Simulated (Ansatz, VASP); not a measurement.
## Two plane-wave programs on Ga2P3

```
Ga P
1.0
     4.75382    0.00000    0.00000
     0.00000    4.75382    0.00000
     0.00000    0.00000    4.75382
Ga P
2 3
Direct
  0.00000 0.00000 0.00000
  0.50000 0.50000 0.50000
  0.00000 0.50000 0.50000
  0.50000 0.00000 0.50000
  0.50000 0.50000 0.00000
```

Alike in both runs: functional PBE; k mesh 8 × 8 × 8; occupations gaussian, width 0.1 eV; no spin polarisation.

Ansatz relaxed the structure, and its values are those at the end. VASP's run is a single point on that final structure, the one shown.

```csv
,VASP,Ansatz
version,VASP 6.6.1,Ansatz 0.2.0
potentials or method,"VASP PAW PBE potentials, release 64 (Ga_d, P), cutoff 520 eV","scalar-relativistic, plane waves, PAW"
valence electrons in the cell,41,41
```

|  | VASP | Ansatz | Ansatz less VASP |
| --- | --- | --- | --- |
| gap on the k mesh at the Fermi level (eV) | none | none | - |
| pressure (GPa) | 0.0 | 0.0 | +0.02 |

A gap of «none» marks a metal or a gap that the smearing closes.
